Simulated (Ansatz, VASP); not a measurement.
**Nb3C in VASP and in Ansatz**

The input INCAR:

```
  PREC = Accurate
  ENCUT = 520
  EDIFF = 1E-6
  ISMEAR = 0
  SIGMA = 0.1
  LREAL = F
  LASPH = T
  NELM = 80
  ALGO = Normal
  ISIF = 2
  LWAVE = F
  LCHARG = F
  GGA = PE
  NBANDS = 53
```

Contents of KPOINTS:

```
Automatic mesh
0
Gamma
  3 3 4
```

POSCAR

```
Nb3C
1.0
    6.3008651800      0.0000000000      0.0000000000
   -3.1504325900      5.4567093100      0.0000000000
    0.0000000000      0.0000000000      4.7585581900
Nb C
6 2
Direct
    0.3571008100      0.1785504100      0.7500000000
    0.8214495900      0.6428991900      0.7500000000
    0.1785504100      0.8214495900      0.2500000000
    0.6428991900      0.8214495900      0.2500000000
    0.1785504100      0.3571008100      0.2500000000
    0.8214495900      0.1785504100      0.7500000000
    0.6666666700      0.3333333300      0.2500000000
    0.3333333300      0.6666666700      0.7500000000
```

Input for Ansatz:

```yaml
crystal:
  lattice:
    - [6.30086518, 0.0, 0.0]
    - [-3.15043259, 5.45670931, 0.0]
    - [0.0, 0.0, 4.75855819]
  atoms:
    - { symbol: Nb, position: [0.35710081, 0.17855041, 0.75] }
    - { symbol: Nb, position: [0.82144959, 0.64289919, 0.75] }
    - { symbol: Nb, position: [0.17855041, 0.82144959, 0.25] }
    - { symbol: Nb, position: [0.64289919, 0.82144959, 0.25] }
    - { symbol: Nb, position: [0.17855041, 0.35710081, 0.25] }
    - { symbol: Nb, position: [0.82144959, 0.17855041, 0.75] }
    - { symbol: C, position: [0.66666667, 0.33333333, 0.25] }
    - { symbol: C, position: [0.33333333, 0.66666667, 0.75] }
basis:
  ecutwfc: 420
kpoints:
  mp_grid: { grid: [3, 3, 4] }
hamiltonian:
  xc: pbe
scf:
  occupations: { method: gaussian, width: 0.1 }
  lower_state_search: "off"
output:
  forces: true
  stress: true
  eigenvalues: true
```

Change from the starting cell: species swapped into the Pm3Al type (P6_3/mmc, No. 194).

Alike in both runs: task single point; functional PBE; k mesh 3 × 3 × 4; occupations gaussian, width 0.1 eV; no spin polarisation.

```csv
,VASP,Ansatz
version,VASP 6.6.1,Ansatz 0.2.0
potentials or method,"VASP PAW PBE potentials, release 64 (Nb_sv, C), cutoff 520 eV","scalar-relativistic, plane waves, PAW"
valence electrons in the cell,86,86
```

|  | VASP | Ansatz | Ansatz less VASP |
| --- | --- | --- | --- |
| gap on the k mesh at the Fermi level (eV) | none | none | - |
| rms of the force components (eV/Å) | 0.215 | 0.214 | -0.0009 |

Atom by atom the forces differ by 0.001 eV/Å (rms over components). A gap of «none» marks a metal or a gap that the smearing closes.

The k mesh is coarse, so the values compare programs but aren't converged.
